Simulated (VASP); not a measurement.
Runs of VASP 6.6.1 on SiGe. The structure is that of space group P6_3mc (No. 186), or close to it. The cells are those of the table. 

```tsv
cell	gap on the mesh (eV)	pressure (GPa)	largest force (eV/Å)
a = 4.014, b = 4.014, c = 6.102 Å, angles 90.0, 90.0, 120.0°, 4 atoms	none	1.1	1.04
a = 3.674, b = 3.674, c = 7.285 Å, angles 90.0, 90.0, 120.0°, 4 atoms	none	3.9	0.90
a = 4.122, b = 4.122, c = 5.788 Å, angles 90.0, 90.0, 120.0°, 4 atoms	none	(a)	2.63
a = 3.782, b = 3.782, c = 6.874 Å, angles 90.0, 90.0, 120.0°, 4 atoms	0.39	1.1	0.65
```

Alike in all rows: task single point; level r2SCAN; potentials or basis VASP PAW PBE potentials, release 64 (Si, Ge_d); no spin polarisation; k mesh 12 × 12 × 6; cutoff (eV) 520; smearing gaussian 0.05 eV.

**Question.** Estimate the missing entries.

**Answer.** (a) 4.4.

Caveats: semilocal functionals underestimate gaps, and a narrow one can read as zero; the PAW data sets were made with another functional, which shifts forces and pressure a little; the stress differs along the axes, from -6 to 15 GPa (at least some runs); the stress differs along the axes, from -15 to 13 GPa (at least some runs); the stress differs along the axes, from -10 to 33 GPa (at least some runs); the stress differs along the axes, from -11 to 7 GPa (at least some runs).

A k mesh can miss the band edges, and the runs leave out spin-orbit coupling on Ge.

A gap of «none» marks levels without a gap at the run's occupations.
